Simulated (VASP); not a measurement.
# BAs (F-43m) in VASP: notebook

Aim: see how the results for BAs move with the level of theory and the settings. Levels: PBEsol, PBE. Tasks: vibrations by perturbation theory, dielectric tensor.

Everything below comes from runs of VASP 6.6.1. Logs are shortened: lines on timing, memory, paths and dates and some standing lists are left out, and cuts for length are marked.

## 1. The cell of the first run

It takes space group F-43m (No. 216, cubic). Conventional cell: a = 4.768 Å, b = 4.768 Å, c = 4.768 Å, α = 90.00°, β = 90.00°, γ = 90.00°. Within 2.7 Å of B (site symmetry -43m) lie 4 As at 2.06 Å. Within 2.7 Å of As (site symmetry -43m) lie 4 B at 2.06 Å.

## 2. Vibrations by perturbation theory, PBEsol

The input, INCAR:

```
SYSTEM = BAs
PREC     = Accurate       ! precision mode
ENCUT    = 520            ! plane-wave cutoff, eV
EDIFF    = 1E-8           ! SCF threshold, eV
ISMEAR   = 0              ! smearing method
SIGMA    = 0.01           ! smearing width, eV
LREAL    = .FALSE.        ! projectors in reciprocal space
LASPH    = .TRUE.         ! aspherical terms in the spheres
NELM     = 60             ! most SCF steps
ALGO     = Normal         ! electronic algorithm
ISIF     = 2              ! what is computed and relaxed
LWAVE    = .FALSE.        ! write WAVECAR
LCHARG   = .FALSE.        ! write CHGCAR
GGA      = PS             ! functional
IBRION   = 8              ! ionic algorithm
NSW      = 1              ! ionic steps
LEPSILON = .TRUE.         ! dielectric tensor by DFPT
```

The input, KPOINTS:

```
Automatic mesh
0
G
  8 8 8
  0 0 0
```

The input, POSCAR:

```
BAs
1.0
    0.0000000000      2.3838188511      2.3838188511
    2.3838188511      0.0000000000      2.3838188511
    2.3838188511      2.3838188511      0.0000000000
B As
1 1
Direct
    0.0000000000      0.0000000000      0.0000000000
    0.2500000000      0.2500000000      0.2500000000
```

Potentials or basis: VASP PAW PBE potentials, release 64 (B, As).

Command:

```
> cat potpaw_PBE.64/B/POTCAR potpaw_PBE.64/As/POTCAR > POTCAR
> mpirun -np 1 vasp_std > vasp.out
```

OUTCAR:

```text
SYSTEM = BAs
   PREC = Accurate
   ENCUT = 520
   EDIFF = 1E-8
   ISMEAR = 0
   LREAL = .FALSE.
   LASPH = .TRUE.
   NELM = 60
   ISIF = 2
   GGA = PS
   IBRION = 8
   NSW = 1
   LEPSILON = .TRUE.

 ion  position               nearest neighbor table
   1  0.000  0.000  0.000-   2 2.06   2 2.06   2 2.06   2 2.06
   2  0.250  0.250  0.250-   1 2.06   1 2.06   1 2.06   1 2.06

  LATTYP: Found a face centered cubic cell.
 ALAT       =     4.7676377022

  Lattice vectors:

 A1 = (   0.0000000000,   2.3838188511,   2.3838188511)
 A2 = (   2.3838188511,   0.0000000000,   2.3838188511)
 A3 = (   2.3838188511,   2.3838188511,   0.0000000000)

Analysis of symmetry for initial positions (statically):
=====================================================================
 Subroutine PRICEL returns:
 Original cell was already a primitive cell.

 Routine SETGRP: Setting up the symmetry group for a
 face centered cubic supercell.

 Subroutine GETGRP returns: Found 24 space group operations
 (whereof 24 operations were pure point group operations)
 out of a pool of 48 trial point group operations.

The static configuration has the point symmetry T_d .

Analysis of symmetry for dynamics (positions and initial velocities):
=====================================================================
 Subroutine PRICEL returns:
 Original cell was already a primitive cell.

 Routine SETGRP: Setting up the symmetry group for a
 face centered cubic supercell.

 Subroutine GETGRP returns: Found 24 space group operations
 (whereof 24 operations were pure point group operations)
 out of a pool of 48 trial point group operations.

The dynamic configuration has the point symmetry T_d .

 Subroutine INISYM returns: Found 24 space group operations
 (whereof 24 operations are pure point group operations),
 and found     1 'primitive' translations

----------------------------------------------------------------------------------------

                                     Primitive cell

  volume of cell :      27.0925

  direct lattice vectors                    reciprocal lattice vectors
     0.000000000  2.383818851  2.383818851    -0.209747481  0.209747481  0.209747481
     2.383818851  0.000000000  2.383818851     0.209747481 -0.209747481  0.209747481
     2.383818851  2.383818851  0.000000000     0.209747481  0.209747481 -0.209747481

  length of vectors
     3.371228949  3.371228949  3.371228949     0.363293294  0.363293294  0.363293294

  position of ions in fractional coordinates (direct lattice)
     0.000000000  0.000000000  0.000000000
     0.250000000  0.250000000  0.250000000

  ion indices of the primitive-cell ions
   primitive index   ion index
                 1           1
                 2           2

----------------------------------------------------------------------------------------

 KPOINTS: Automatic mesh

Automatic generation of k-mesh.
 Grid dimensions read from file:
 generate k-points for:    8    8    8

 Generating k-lattice:

[... 413 lines left out ...]

 Free energy of the ion-electron system (eV)
  ---------------------------------------------------
  ---------------------------------------------------
  free energy    TOTEN  =        -0.74483104 eV

  energy without entropy =       -0.74483104

------------------------ aborting loop because EDIFF is reached ----------------------------------------

--------------------------------------- Ionic step        2  -------------------------------------------

------------------------ aborting loop because EDIFF is reached ----------------------------------------

--------------------------------------- Ionic step        3  -------------------------------------------

------------------------ aborting loop because EDIFF is reached ----------------------------------------

 PIEZOELECTRIC TENSOR FIELD DIRECTION 3  (e Angst)
 -----------------------------------------------------------------------------
    -0.00020  0.16228  0.00000           ( -0.00000  0.10060  0.00000)
     0.16228 -0.00020  0.00000           (  0.10060 -0.00000  0.00000)
     0.00000  0.00000 -0.00037           (  0.00000  0.00000 -0.00000)

 PIEZOELECTRIC TENSOR FIELD DIRECTION 3  (C/m^2)
 -----------------------------------------------------------------------------
    -0.00012  0.09597  0.00000
     0.09597 -0.00012  0.00000
     0.00000  0.00000 -0.00022

--------------------------------------- Ionic step        4  -------------------------------------------

------------------------ aborting loop because EDIFF is reached ----------------------------------------

[... ionic steps 5 to 6 ...]

--------------------------------------- Ionic step        7  -------------------------------------------

 Free energy of the ion-electron system (eV)
  ---------------------------------------------------
  ---------------------------------------------------
  free energy    TOTEN  =        -0.03672129 eV

  energy without entropy =       -0.03672129

------------------------ aborting loop because EDIFF is reached ----------------------------------------

 INTERNAL STRAIN TENSOR  FOR ION    2  DIRECTION 1   (eV/Angst):
 -----------------------------------------------------------------------------
     0.00664  0.00000  0.00000
     0.00000 -0.00069 -7.37368
     0.00000 -7.37368 -0.00069

 MACROSCOPIC STATIC DIELECTRIC TENSOR (including local field effects in DFT)
 ------------------------------------------------------
          10.290143     0.000000    -0.000000
           0.000000    10.290143     0.000000
          -0.000000     0.000000    10.290143
 ------------------------------------------------------

 PIEZOELECTRIC TENSOR (including local field effects)  for field in x, y, z        (e  Angst)
          XX          YY          ZZ          XY          YZ          ZX
  --------------------------------------------------------------------------------
  x    -0.00000    -0.00000    -0.00000     0.00000     0.15440     0.00000
  y     0.00000    -0.00000     0.00000     0.00000     0.00000     0.15440
  z     0.00000     0.00000     0.00000     0.15440     0.00000     0.00000

 PIEZOELECTRIC TENSOR (including local field effects)  for field in x, y, z        (C/m^2)
          XX          YY          ZZ          XY          YZ          ZX
  --------------------------------------------------------------------------------
  x    -0.00000    -0.00000    -0.00000     0.00000     0.09131     0.00000
  y     0.00000    -0.00000     0.00000     0.00000     0.00000     0.09131
  z     0.00000     0.00000     0.00000     0.09131     0.00000     0.00000

 BORN EFFECTIVE CHARGES (including local field effects) (in |e|, cummulative output)
 ---------------------------------------------------------------------------------
 ion    1
    1    -0.51908     0.00000     0.00000
    2     0.00000    -0.51908    -0.00000
    3     0.00000    -0.00000    -0.51908
 ion    2
    1     0.51908    -0.00000    -0.00000
    2    -0.00000     0.51908     0.00000
    3    -0.00000     0.00000     0.51908

 INTERNAL STRAIN TENSOR FOR ION    2 for displacements in x,y,z  (eV/Angst):
          X           Y           Z          XY          YZ          ZX
  --------------------------------------------------------------------------------
  x     0.00000    -0.00000    -0.00000     0.00000    -7.37368     0.00000
  y     0.00000     0.00000     0.00000     0.00000     0.00000    -7.37368
  z    -0.00000    -0.00000     0.00000    -7.37368     0.00000     0.00000

 SECOND DERIVATIVES (NOT SYMMETRIZED)
 ------------------------------------
               1X          1Y          1Z          2X          2Y          2Z
  1X   -16.851871    0.000000    0.000000   16.851871    0.000000    0.000000
  1Y     0.000000  -16.851871    0.000000    0.000000   16.851871    0.000000
  1Z     0.000000    0.000000  -16.851871    0.000000    0.000000   16.851871
  2X    16.857231    0.000000    0.000000  -16.857231    0.000000    0.000000
  2Y     0.000000   16.857231    0.000000    0.000000  -16.857231    0.000000
  2Z     0.000000    0.000000   16.857231    0.000000    0.000000  -16.857231

 Eigenvectors and eigenvalues of the dynamical matrix
 ----------------------------------------------------

   1 f  =   20.879491 THz   131.189708 2PiTHz  696.464836 cm-1    86.350595 meV
             X         Y         Z           dx          dy          dz
      0.000000  0.000000  0.000000     0.000000    0.934807    0.000000
      1.191909  1.191909  1.191909     0.000000   -0.355156    0.000000
[... 21 lines left out ...]
   6 f/i=    0.001102 THz     0.006925 2PiTHz    0.036763 cm-1     0.004558 meV
             X         Y         Z           dx          dy          dz
      0.000000  0.000000  0.000000     0.000000    0.000000   -0.355156
      1.191909  1.191909  1.191909     0.000000    0.000000   -0.934807

--------------------------------------------------------------------------------------------------------

 MACROSCOPIC STATIC DIELECTRIC TENSOR IONIC CONTRIBUTION
 ------------------------------------------------------
           0.106774    -0.000000    -0.000000
          -0.000000     0.106774     0.000000
          -0.000000     0.000000     0.106774
 ------------------------------------------------------

 ELASTIC MODULI CONTR FROM IONIC RELAXATION (kBar)
 Direction    XX          YY          ZZ          XY          YZ          ZX
 --------------------------------------------------------------------------------
 XX          -0.0000     -0.0000      0.0000     -0.0000      0.0000      0.0000
 YY          -0.0000     -0.0000     -0.0000     -0.0000     -0.0000      0.0000
 ZZ           0.0000     -0.0000     -0.0000      0.0000     -0.0000      0.0000
 XY          -0.0000     -0.0000      0.0000   -199.7548      0.0000      0.0000
 YZ           0.0000     -0.0000     -0.0000      0.0000   -199.7548      0.0000
 ZX           0.0000      0.0000      0.0000      0.0000      0.0000   -199.7548
 --------------------------------------------------------------------------------

 PIEZOELECTRIC TENSOR IONIC CONTR  for field in x, y, z        (C/m^2)
          XX          YY          ZZ          XY          YZ          ZX
  --------------------------------------------------------------------------------
  x     0.00000    -0.00000    -0.00000     0.00000    -0.13742     0.00000
  y     0.00000     0.00000     0.00000    -0.00000     0.00000    -0.13742
  z    -0.00000    -0.00000     0.00000    -0.13742     0.00000    -0.00000
```

Wall time 86 s (1 thread of AMD EPYC 9R45 (Zen 5), shared host); peak memory 0.18 GiB.

Results:

```
Electronic dielectric tensor (diagonal)                 : 10.29
Born charges (mean of the diagonal)                     : B -0.52; As +0.52 e
Highest phonon frequency at Γ, LO-TO splitting left out : 696 cm⁻¹
```

Phonon frequencies in cm⁻¹ (negative: imaginary):
| q point | frequencies |
| --- | --- |
| (0.000, 0.000, 0.000) | 0 0 0 696 696 696 |

Electronic dielectric tensor:
```
10.29  0.00  0.00
 0.00 10.29  0.00
 0.00  0.00 10.29
```

Born effective charge tensors (e):
atom 1, B
```
-0.52  0.00  0.00
 0.00 -0.52  0.00
 0.00  0.00 -0.52
```
atom 2, As
```
0.52 0.00 0.00
0.00 0.52 0.00
0.00 0.00 0.52
```

Caveat: the PAW data sets were made with another functional, which shifts forces and pressure a little.

## 3. Dielectric tensor, PBE

This run uses another cell than the first one, of 13.68 Å³/atom, 1.010 times its volume.

The input, INCAR:

```
  PREC = Accurate
  ENCUT = 520
  EDIFF = 1E-8
  ISMEAR = 0
  SIGMA = 0.01
  LREAL = False
  LASPH = True
  NELM = 80
  ALGO = Normal
  ISIF = 2
  LWAVE = False
  LCHARG = False
  GGA = PE
  LEPSILON = True
```

The input, KPOINTS:

```
regular mesh
0
Gamma
  8 8 8
```

The input, POSCAR:

```
BAs
1.0
    0.0000000000      2.3918698983      2.3918698983
    2.3918698983      0.0000000000      2.3918698983
    2.3918698983      2.3918698983      0.0000000000
B As
1 1
Direct
    0.0000000000      0.0000000000      0.0000000000
    0.2500000000      0.2500000000      0.2500000000
```

Potentials or basis: VASP PAW PBE potentials, release 64 (B, As).

Command:

```
> cat potpaw_PBE.64/B/POTCAR potpaw_PBE.64/As/POTCAR > POTCAR
> mpirun -np 1 vasp_std > vasp.out
```

OUTCAR:

```text
PREC = Accurate
   ENCUT = 520
   EDIFF = 1E-8
   ISMEAR = 0
   LREAL = False
   LASPH = True
   NELM = 80
   ISIF = 2
   GGA = PE
   LEPSILON = True

 ion  position               nearest neighbor table
   1  0.000  0.000  0.000-   2 2.07   2 2.07   2 2.07   2 2.07
   2  0.250  0.250  0.250-   1 2.07   1 2.07   1 2.07   1 2.07

  LATTYP: Found a face centered cubic cell.
 ALAT       =     4.7837397966

  Lattice vectors:

 A1 = (   0.0000000000,   2.3918698983,   2.3918698983)
 A2 = (   2.3918698983,   0.0000000000,   2.3918698983)
 A3 = (   2.3918698983,   2.3918698983,   0.0000000000)

Analysis of symmetry for initial positions (statically):
=====================================================================
[... 509 lines left out ...]
    -0.00013  0.08820  0.00000
     0.08820 -0.00013  0.00000
     0.00000  0.00000 -0.00021

 MACROSCOPIC STATIC DIELECTRIC TENSOR (including local field effects in DFT)
 ------------------------------------------------------
          10.196242    -0.000000     0.000000
           0.000000    10.196242    -0.000000
           0.000000    -0.000000    10.196242
 ------------------------------------------------------

 PIEZOELECTRIC TENSOR (including local field effects)  for field in x, y, z        (e  Angst)
          XX          YY          ZZ          XY          YZ          ZX
  --------------------------------------------------------------------------------
  x    -0.00000    -0.00000    -0.00000     0.00000     0.14269     0.00000
  y     0.00000    -0.00000     0.00000    -0.00000     0.00000     0.14269
  z     0.00000     0.00000     0.00000     0.14269    -0.00000     0.00000

 PIEZOELECTRIC TENSOR (including local field effects)  for field in x, y, z        (C/m^2)
          XX          YY          ZZ          XY          YZ          ZX
  --------------------------------------------------------------------------------
  x    -0.00000    -0.00000    -0.00000     0.00000     0.08354     0.00000
  y     0.00000    -0.00000     0.00000    -0.00000     0.00000     0.08354
  z     0.00000     0.00000     0.00000     0.08354    -0.00000     0.00000

 BORN EFFECTIVE CHARGES (including local field effects) (in |e|, cummulative output)
 ---------------------------------------------------------------------------------
 ion    1
    1    -0.51450    -0.00000     0.00000
    2     0.00000    -0.51450     0.00000
    3    -0.00000    -0.00000    -0.51450
 ion    2
    1     0.51450     0.00000     0.00000
    2    -0.00000     0.51450    -0.00000
    3     0.00000     0.00000     0.51450
```

OSZICAR:

```text
N       E                     dE             d eps       ncg     rms          rms(c)
DAV:   1     0.133979065750E+02    0.13398E+02   -0.40889E+03   464   0.893E+02
[... 13 lines left out ...]
RMM:   4    -0.744938988812E+00   -0.34761E-01   -0.10469E-02  2412   0.750E-01    0.839E-02
RMM:   5    -0.750726463008E+00   -0.57875E-02   -0.22993E-04  2446   0.121E-01    0.117E-02
RMM:   6    -0.751078751791E+00   -0.35229E-03   -0.38144E-06  2551   0.181E-02    0.576E-03
RMM:   7    -0.751317453864E+00   -0.23870E-03   -0.21211E-06  2481   0.136E-02    0.509E-04
RMM:   8    -0.751331286025E+00   -0.13832E-04    0.33271E-08  2660   0.103E-03    0.220E-04
RMM:   9    -0.751327986361E+00    0.32997E-05    0.12154E-08  2484   0.496E-04    0.367E-05
RMM:  10    -0.751328027929E+00   -0.41568E-07    0.32411E-09  2215   0.124E-04    0.664E-06
```

stdout:

```text
POSCAR found type information on POSCAR B As
 POSCAR found :  2 types and       2 ions
 scaLAPACK will be used
 LDA part: xc-table for (Slater+PW92), standard interpolation
 POSCAR, INCAR and KPOINTS ok, starting setup
 FFT: planning ... GRIDC
 FFT: planning ... GRID_SOFT
 FFT: planning ... GRID
 WAVECAR not read
 entering main loop
 Linear response reoptimize wavefunctions to high precision
 Linear response G [H, r] |phi>, progress :
  Direction:   1
 Linear response G [H, r] |phi>, progress :
  Direction:   2
 Linear response G [H, r] |phi>, progress :
  Direction:   3
 Linear response to external field (no local field effect), progress :
  Direction:   1
 dielectric tensor                  component  1 :    12.823     6.590     1.405
 Linear response to external field (no local field effect), progress :
  Direction:   2
 dielectric tensor                  component  2 :     6.589    12.951    -1.664
 Linear response to external field (no local field effect), progress :
  Direction:   3
 dielectric tensor                  component  3 :     1.407    -1.664     5.707
 Linear response to external field, progress :
  Direction:   1
 dielectric tensor                  component  1 :    10.196     2.911     1.555
 Linear response to external field, progress :
  Direction:   2
 dielectric tensor                  component  2 :     2.822    10.196     1.363
 Linear response to external field, progress :
  Direction:   3
 dielectric tensor                  component  3 :     2.184     2.281    10.196
 Born effective charges drift removed
```

It took 55 s on 1 thread of AMD EPYC 9R45 (Zen 5), shared host; peak memory 0.18 GiB.

Results:

```yaml
Band_gap_on_the_k_mesh: 1.19 eV, indirect (least direct gap 3.27 eV)
Electronic_dielectric_tensor_diagonal: 10.20
Born_charges_mean_of_the_diagonal: B -0.51; As +0.51 e
```

Electronic dielectric tensor:
```
10.20  0.00  0.00
 0.00 10.20  0.00
 0.00  0.00 10.20
```

Born effective charge tensors (e):
atom 1, B
```
-0.51  0.00  0.00
 0.00 -0.51  0.00
 0.00  0.00 -0.51
```
atom 2, As
```
0.51 0.00 0.00
0.00 0.51 0.00
0.00 0.00 0.51
```
